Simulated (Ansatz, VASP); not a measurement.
**Sc3Al: VASP beside Ansatz**

```
Sc Al
1.0
     4.41811    0.00000    0.00000
     0.00000    4.41811    0.00000
     0.00000    0.00000    4.41811
Sc Al
3 1
Direct
  0.50000 0.00000 0.50000
  0.00000 0.50000 0.50000
  0.50000 0.50000 0.00000
  0.00000 0.00000 0.00000
```

Alike in both runs: task single point; functional PBEsol; k mesh 10 × 10 × 10; occupations gaussian, width 0.1 eV; no spin polarisation.

```csv
,VASP,Ansatz
version,VASP 6.6.1,Ansatz 0.2.0
potentials or method,"VASP PAW PBE potentials, release 64 (Sc_sv, Al), cutoff 520 eV","scalar-relativistic, plane waves, PAW"
valence electrons in the cell,36,36
```

VASP gave:

| Property | Result |
| --- | --- |
| gap on the k mesh at the Fermi level (eV) | none |
| pressure (GPa) | -1.8 |

Q: Which values does Ansatz return?

A: gap on the k mesh at the Fermi level (eV): none; pressure (GPa): -1.9.

VASP's potentials were made for PBE, not for PBEsol. A gap of «none» marks a metal or a gap that the smearing closes. The functional is the same, so the differences come from potentials, cutoffs and numerics.
